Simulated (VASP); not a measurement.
# BAs (I-4m2) in VASP: notebook

BAs is run at these levels: PBE; tasks: single point.

Program: VASP 6.6.1. These are calculated values, not measurements. Logs are shortened: lines on timing, memory, paths and dates and some standing lists are left out, and cuts for length are marked.

## Step 1: The cell of the first run

It takes space group I-4m2 (No. 119, tetragonal). The conventional cell has a = 3.484 Å, b = 3.484 Å, c = 4.717 Å, α = 90.00°, β = 90.00°, γ = 90.00°. B (site symmetry -4m2) has 4 As at 2.10 Å within 2.8 Å. Within 2.8 Å of As (site symmetry -4m2) lie 4 B at 2.10 Å.

## Step 2: Single point, PBE (epitaxial xy strain +3.0%)

File INCAR:

```
SYSTEM = BAs
  ALGO = Normal
  EDIFF = 1E-7
  ENCUT = 520
  GGA = PE
  ISIF = 2
  ISMEAR = 0
  LASPH = .True.
  LCHARG = .False.
  LREAL = .False.
  LWAVE = .False.
  NBANDS = 11
  NELM = 80
  PREC = Accurate
  SIGMA = 0.01
```

File KPOINTS:

```
k-points
0
Gamma
  6 6 6
  0 0 0
```

File POSCAR:

```
BAs
1.0
    0.0000000000      2.4636236322      2.3586458026
    2.4636236322      0.0000000000      2.3586458026
    2.4636236322      2.4636236322      0.0000000000
B As
1 1
Direct
    0.0000000000      0.0000000000      0.0000000000
    0.2500000000      0.2500000000      0.2500000000
```

Potentials or basis: VASP PAW PBE potentials, release 64 (B, As).

Run with:

```console
cat potpaw_PBE.64/B/POTCAR potpaw_PBE.64/As/POTCAR > POTCAR
mpirun -np 1 vasp_std > vasp.out
```

OUTCAR:

```text
SYSTEM = BAs
   EDIFF = 1E-7
   ENCUT = 520
   GGA = PE
   ISIF = 2
   ISMEAR = 0
   LASPH = .True.
   LREAL = .False.
   NELM = 80
   PREC = Accurate

 ion  position               nearest neighbor table
   1  0.000  0.000  0.000-   2 2.10   2 2.10   2 2.10   2 2.10
   2  0.250  0.250  0.250-   1 2.10   1 2.10   1 2.10   1 2.10

  LATTYP: Found a body centered tetragonal cell.
 ALAT       =     3.4840899532
 C/A-ratio  =     1.3539522999

  Lattice vectors:

 A1 = (   0.0000000000,  -2.4636236322,  -2.3586458026)
 A2 = (   0.0000000000,   2.4636236322,  -2.3586458026)
 A3 = (   2.4636236322,   0.0000000000,   2.3586458026)

Analysis of symmetry for initial positions (statically):
=====================================================================
 Subroutine PRICEL returns:
 Original cell was already a primitive cell.

 Routine SETGRP: Setting up the symmetry group for a
 body centered tetragonal supercell.

 Subroutine GETGRP returns: Found  8 space group operations
 (whereof  8 operations were pure point group operations)
 out of a pool of 16 trial point group operations.

The static configuration has the point symmetry D_2d.

Analysis of symmetry for dynamics (positions and initial velocities):
=====================================================================
 Subroutine PRICEL returns:
 Original cell was already a primitive cell.

 Routine SETGRP: Setting up the symmetry group for a
 body centered tetragonal supercell.

 Subroutine GETGRP returns: Found  8 space group operations
 (whereof  8 operations were pure point group operations)
 out of a pool of 16 trial point group operations.

The dynamic configuration has the point symmetry D_2d.

 Subroutine INISYM returns: Found  8 space group operations
 (whereof  8 operations are pure point group operations),
 and found     1 'primitive' translations

----------------------------------------------------------------------------------------

                                     Primitive cell

  volume of cell :      28.6313

  direct lattice vectors                    reciprocal lattice vectors
     0.000000000  2.463623632  2.358645803    -0.202953078  0.202953078  0.211986047
     2.463623632  0.000000000  2.358645803     0.202953078 -0.202953078  0.211986047
     2.463623632  2.463623632  0.000000000     0.202953078  0.202953078 -0.211986047

  length of vectors
     3.410667299  3.410667299  3.484089953     0.356816463  0.356816463  0.356816463

  position of ions in fractional coordinates (direct lattice)
     0.000000000  0.000000000  0.000000000
     0.250000000  0.250000000  0.250000000

  ion indices of the primitive-cell ions
   primitive index   ion index
                 1           1
                 2           2

----------------------------------------------------------------------------------------

 KPOINTS: k-points

Automatic generation of k-mesh.
 Grid dimensions read from file:
 generate k-points for:    6    6    6

 Generating k-lattice:

  Cartesian coordinates                     Fractional coordinates (reciprocal lattice)
    -0.033825513  0.033825513  0.035331008     0.166666667  0.000000000  0.000000000
     0.033825513 -0.033825513  0.035331008     0.000000000  0.166666667  0.000000000
     0.033825513  0.033825513 -0.035331008     0.000000000  0.000000000  0.166666667

  Length of vectors
     0.059469410  0.059469410  0.059469410

  Shift w.r.t. Gamma in fractional coordinates (k-lattice)
     0.000000000  0.000000000  0.000000000

 Subroutine IBZKPT returns following result:
 ===========================================

 Found     30 irreducible k-points:

 Following reciprocal coordinates:
            Coordinates               Weight
  0.000000  0.000000  0.000000      1.000000
  0.166667 -0.000000  0.000000      8.000000
  0.333333  0.000000  0.000000      8.000000
  0.500000  0.000000  0.000000      4.000000
  0.166667  0.166667  0.000000      2.000000
  0.333333  0.166667  0.000000      8.000000
[... 16 lines left out ...]
  0.333333  0.000000  0.333333      4.000000
  0.500000  0.000000  0.333333     16.000000
 [... further k-points ...]
   k-points           NKPTS =     30   k-points in BZ     NKDIM =     30   number of bands    NBANDS=     11
   number of dos      NEDOS =    301   number of ions     NIONS =      2
   total plane-waves  NPLWV =  21952
   dimension x,y,z NGX =    28 NGY =   28 NGZ =   28
   dimension x,y,z NGXF=    56 NGYF=   56 NGZF=   56
   ions per type =               1   1
   NGX,Y,Z   is equivalent  to a cutoff of  13.65, 13.65, 13.36 a.u.
   NGXF,Y,Z  is equivalent  to a cutoff of  27.30, 27.30, 26.72 a.u.
 SYSTEM =  BAs
   PREC   = accura    normal or accurate (medium, high low for compatibility)
   ISTART =      0    job   : 0-new  1-cont  2-samecut
   ICHARG =      2    charge: 1-file 2-atom 10-const
   ISPIN  =      1    spin polarized calculation?
   LNONCOLLINEAR =      F non collinear calculations
   LSORBIT =      F    spin-orbit coupling
   LASPH  =      T    aspherical Exc in radial PAW
   ENCUT  =  520.0 eV  38.22 Ry    6.18 a.u.   6.34  6.34  6.48*2*pi/ulx,y,z
   NELM   =     80;   NELMIN=  2; NELMDL= -5     # of ELM steps
   EDIFF  = 0.1E-06   stopping-criterion for ELM
   LREAL  =      F    real-space projection
   EDIFFG = 0.1E-05   stopping-criterion for IOM
   NSW    =      0    number of steps for IOM
   IBRION =     -1    ionic relax: 0-MD 1-quasi-New 2-CG
   NFREE  =      0    steps in history (QN), initial steepest desc. (CG)
   ISIF   =      2    stress and relaxation
   ISYM   =      2    0-nonsym 1-usesym 2-fastsym
   POTIM  = 0.5000    time-step for ionic-motion
   TEBEG  =    0.0;   TEEND  =   0.0 temperature during run
   PSTRESS=    0.0 pullay stress
   NELECT =       8.0000    total number of electrons
   NUPDOWN=      -1.0000    fix difference up-down
   EMIN   =  10.00;   EMAX   =-10.00  energy-range for DOS
   EFERMI =   0.00;   METHOD = LEGACY
   ISMEAR =     0;   SIGMA  =   0.01  broadening in eV -4-tet -1-fermi 0-gaus
   EFERMI_NEDOS =   21; number of points for ismear=-14 and -15
   IALGO  =     38    algorithm
   IMIX   =      4    mixing-type and parameters
     AMIX     =   0.40;   BMIX     =  1.00
     AMIX_MAG =   1.60;   BMIX_MAG =  1.00
  volume/ion in A,a.u.               =      14.32        96.61
  Fermi-wavevector in a.u.,A,eV,Ry     =   1.070264  2.022506 15.585005  1.145466
  Thomas-Fermi vector in A             =   2.205969
   LORBIT       =      0    0 simple, 1 ext, 2 COOP (PROOUT), +10 PAW based schemes
   GGA     = PE    functional components
   LHFCALC =     F    Hartree Fock is set to
   AEXX    =    0.0000 exact exchange contribution
   IVDW    =     0    specifies the selected vdW correction
   LEPSILON=     F    determine dielectric tensor
   LRPA    =     F    only Hartree local field effects (RPA)
 non-spin polarized calculation
 Gauss-broadening in eV      SIGMA  =   0.01
  energy-cutoff  :      520.00
  volume of cell :       28.63
 maximum number of plane-waves:       781
 NGX is ok and might be reduce to    28
   NGX = 13   NGY = 13   NGZ = 13

 number of electron       7.9999999 magnetization

 Free energy of the ion-electron system (eV)
  ---------------------------------------------------
  ext. energy  EPLUGINS =         0.00000000
  ---------------------------------------------------
  free energy    TOTEN  =       -11.36722673 eV

  energy without entropy =      -11.36722673  energy(sigma->0) =      -11.36722673

 E-fermi :   5.9376     XC(G=0): -10.3707

 val. band max:        5.8596599723   @ k =   0.0000   0.0000   0.0000
 cond. band min:       6.5586740827   @ k =   0.3333   0.3333   0.0000
 fundamental gap:      0.6990141104
 Fermi energy:         5.9376448165

 k-point     1 :       0.0000    0.0000    0.0000
  band No.  band energies     occupation
      1      -9.3611      2.00000
      2       5.4700      2.00000
      3       5.4700      2.00000
      4       5.8597      2.00000
      5       8.6376      0.00000
      6       8.9189      0.00000
      7       8.9189      0.00000
      8       9.6480      0.00000
      9      14.9579      0.00000
     10      17.7855      0.00000
     11      18.8085      0.00000

 k-point     2 :       0.1667   -0.0000    0.0000
  band No.  band energies     occupation
      1      -8.9286      2.00000
      2       2.7156      2.00000
      3       4.7964      2.00000
      4       5.1179      2.00000
      5       8.6164      0.00000
      6       9.6458      0.00000
      7       9.7155      0.00000
      8      11.8220      0.00000
      9      16.2624      0.00000
     10      16.4664      0.00000
     11      17.0717      0.00000

 k-point     3 :       0.3333    0.0000    0.0000
  band No.  band energies     occupation
      1      -7.7280      2.00000
      2      -0.9083      2.00000
      3       3.9440      2.00000
      4       4.3695      2.00000
      5       8.1210      0.00000
      6      10.2325      0.00000
      7      10.4928      0.00000
      8      14.0629      0.00000
      9      16.6385      0.00000
     10      17.4796      0.00000
     11      17.6087      0.00000

 k-point     4 :       0.5000    0.0000    0.0000
  band No.  band energies     occupation
      1      -6.6625      2.00000
      2      -2.8346      2.00000
      3       3.6258      2.00000
      4       4.0996      2.00000
      5       7.9248      0.00000
      6      10.1560      0.00000
      7      10.5695      0.00000
      8      14.3801      0.00000
      9      17.8959      0.00000
     10      19.6613      0.00000
     11      20.0347      0.00000

 k-point     5 :       0.1667    0.1667    0.0000
  band No.  band energies     occupation
      1      -8.7507      2.00000
      2       3.5169      2.00000
      3       3.8251      2.00000
      4       3.8251      2.00000
      5       7.5684      0.00000
      6      10.8787      0.00000
      7      11.1099      0.00000
      8      11.1099      0.00000
      9      15.6834      0.00000
     10      17.2034      0.00000
     11      18.4703      0.00000
[... 211 lines left out ...]
 k-point    21 :      -0.1667    0.3333    0.1667
  band No.  band energies     occupation
      1      -6.7600      2.00000
      2      -0.9490      2.00000
      3       1.1603      2.00000
      4       2.4334      2.00000
      5       9.3950      0.00000
      6      10.6367      0.00000
      7      10.9518      0.00000
      8      14.5905      0.00000
      9      16.5131      0.00000
     10      18.7401      0.00000
     11      20.9221      0.00000

 k-point    22 :      -0.3333    0.5000    0.1667
  band No.  band energies     occupation
      1      -5.1978      2.00000
      2      -2.2226      2.00000
      3       0.5936      2.00000
      4       0.8184      2.00000
      5       8.9589      0.00000
      6       9.0503      0.00000
      7      13.9136      0.00000
      8      14.2421      0.00000
      9      17.6913      0.00000
     10      20.8249      0.00000
     11      21.1314      0.00000

 k-point    23 :       0.3333    0.0000    0.3333
  band No.  band energies     occupation
      1      -7.1942      2.00000
      2      -0.3782      2.00000
      3       2.3911      2.00000
      4       2.4920      2.00000
      5       7.0998      0.00000
      6       8.8022      0.00000
      7      13.9149      0.00000
      8      14.8275      0.00000
      9      16.4321      0.00000
     10      20.4695      0.00000
     11      21.2346      0.00000

 k-point    24 :       0.5000    0.0000    0.3333
  band No.  band energies     occupation
      1      -6.0161      2.00000
      2      -1.9801      2.00000
      3       0.8890      2.00000
      4       2.2570      2.00000
      5       7.6370      0.00000
      6       9.6154      0.00000
      7      14.2140      0.00000
      8      15.1081      0.00000
      9      17.3326      0.00000
     10      20.7926      0.00000
     11      21.1574      0.00000

 [... further k-points ...]

------------------------ aborting loop because EDIFF is reached ----------------------------------------

  FORCE on cell =-STRESS in cart. coord.  units (eV):
  Direction    XX          YY          ZZ          XY          YZ          ZX
  --------------------------------------------------------------------------------------
  -------------------------------------------------------------------------------------
  Total       -1.0273731     -1.0273731      0.4010110      0.0000000      0.0000000      0.0000000
  in kB      -57.4906630    -57.4906630     22.4401344      0.0000000      0.0000000      0.0000000
  external PRESSURE =     -30.8470639 kB  Pullay stress =       0.0000000 kB

 VOLUME and BASIS-vectors are now :
 -----------------------------------------------------------------------------
  energy-cutoff  :      520.00
  volume of cell :       28.63
      direct lattice vectors                 reciprocal lattice vectors
     0.000000000  2.463623632  2.358645803    -0.202953078  0.202953078  0.211986047
     2.463623632  0.000000000  2.358645803     0.202953078 -0.202953078  0.211986047
     2.463623632  2.463623632  0.000000000     0.202953078  0.202953078 -0.211986047

 POSITION                                       TOTAL-FORCE (eV/Angst)
 -----------------------------------------------------------------------------------
      0.00000      0.00000      0.00000        -0.000000     -0.000000     -0.000000
      1.23181      1.23181      1.17932         0.000000      0.000000      0.000000
 -----------------------------------------------------------------------------------
    total drift:                                0.000000      0.000000     -0.000000

  FREE ENERGIE OF THE ION-ELECTRON SYSTEM (eV)
  ---------------------------------------------------
  free  energy   TOTEN  =       -11.3672267303 eV

  energy  without entropy=      -11.3672267303  energy(sigma->0) =      -11.36722673
```

Run time: 13 s. Hardware: 1 thread of Intel Xeon 8259CL, shared host; peak memory 0.16 GiB.

Results:

| Item | Value |
| --- | --- |
| Free energy | -11.3672 eV |
| Pressure | -3.1 GPa |
| Band gap on the k mesh | 0.70 eV, indirect (least direct gap 2.78 eV) |

Stress tensor (GPa, compression positive):
```
-5.75  0.00  0.00
 0.00 -5.75  0.00
 0.00  0.00  2.24
```

Caveat: the cell differs from its parent crystal (epitaxial xy strain +3.0%). A k mesh can miss the band edges.

## Step 3: Single point, PBE (epitaxial xy strain +4.0%)

File INCAR:

```
  ALGO = Normal
  EDIFF = 1E-6
  ENCUT = 520
  GGA = PE
  ISIF = 2
  ISMEAR = 0
  LASPH = True
  LCHARG = True
  LELF = True
  LREAL = False
  LVHAR = True
  LWAVE = False
  NBANDS = 11
  NELM = 100
  PREC = Accurate
  SIGMA = 0.01
```

File KPOINTS:

```
k-points
0
Gamma
  6 6 6
```

File POSCAR:

```
BAs
1.0
    0.0000000000      2.4875423082      2.3474255164
    2.4875423082      0.0000000000      2.3474255164
    2.4875423082      2.4875423082      0.0000000000
B As
1 1
Direct
    0.0000000000      0.0000000000      0.0000000000
    0.2500000000      0.2500000000      0.2500000000
```

Potentials or basis: VASP PAW PBE potentials, release 64 (B, As).

Run with:

```console
cat potpaw_PBE.64/B/POTCAR potpaw_PBE.64/As/POTCAR > POTCAR
mpirun -np 1 vasp_std > vasp.out
```

Run time: 14 s. Hardware: 1 thread of Intel Xeon 8259CL, shared host; peak memory 0.16 GiB.

It converged, with:

```yaml
Free_energy: -11.3411 eV
Pressure: -4.8 GPa
Band_gap_on_the_k_mesh: 0.52 eV, indirect (least direct gap 2.63 eV)
```

Stress tensor (GPa, compression positive):
```
-8.20  0.00  0.00
 0.00 -8.20  0.00
 0.00  0.00  2.07
```

Levels at points of the mesh, in eV from the valence-band top:
```tsv
k point	band 2	band 3	band 4	band 5	band 6	band 7
(0.00, 0.00, 0.00)	-0.51	-0.51	0.00	2.63	3.00	3.00
(0.50, 0.00, 0.00)	-8.67	-2.36	-1.74	1.86	4.15	4.71
(0.50, 0.50, 0.00)	-8.22	-4.49	-4.49	0.72	0.75	10.46
(0.50, 0.00, 0.50)	-8.66	-4.01	-3.93	1.39	1.39	9.95
```

Caveat: the cell differs from its parent crystal (epitaxial xy strain +4.0%).

[end of part 1 of 2]
